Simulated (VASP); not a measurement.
Here is a VASP 6.6.1 calculation.

The input INCAR:

```
SYSTEM = TaAs
PREC     = Accurate       ! precision mode
ENCUT    = 520            ! plane-wave cutoff, eV
EDIFF    = 1E-6           ! SCF threshold, eV
ISMEAR   = 0              ! smearing method
SIGMA    = 0.15           ! smearing width, eV
LREAL    = .FALSE.        ! projectors in reciprocal space
LASPH    = .TRUE.         ! aspherical terms in the spheres
NELM     = 60             ! most SCF steps
ALGO     = Normal         ! electronic algorithm
ISIF     = 2              ! what is computed and relaxed
LWAVE    = .FALSE.        ! write WAVECAR
LCHARG   = .FALSE.        ! write CHGCAR
GGA      = PS             ! functional
NBANDS   = 42             ! bands
```

File KPOINTS:

```
regular mesh
0
G
  14 14 4
  0 0 0
```

Contents of POSCAR:

```
TaAs
1.0
   -3.4287004765      0.0000000000      0.0000000000
    0.0000000000     -3.4287004765      0.0000000000
    0.0000000000      0.0000000000     11.5822644254
Ta As
4 4
Direct
    0.5000000000      0.0000000000      0.5003132539
    0.0000000000      0.5000000000      0.0003132539
    0.5000000000      0.5000000000      0.2503132539
    1.0000000000      1.0000000000      0.7503132539
    0.0000000000      0.5000000000      0.5822861661
    0.5000000000      1.0000000000      0.0822861661
    0.5000000000      0.5000000000      0.8322861661
    1.0000000000      1.0000000000      0.3322861661
```

Potentials or basis: VASP PAW PBE potentials, release 64 (Ta_pv, As).

The run is started by

```sh
$ cat potpaw_PBE.64/Ta_pv/POTCAR potpaw_PBE.64/As/POTCAR > POTCAR
$ mpirun -np 1 vasp_std > vasp.out
```

**Question.** Predict the pressure.

**Answer.** 0.7 GPa.

Stress tensor (GPa, compression positive):
```
0.72 0.00 0.00
0.00 0.72 0.00
0.00 0.00 0.61
```

Caveat: the PAW data sets were made with another functional, which shifts forces and pressure a little.
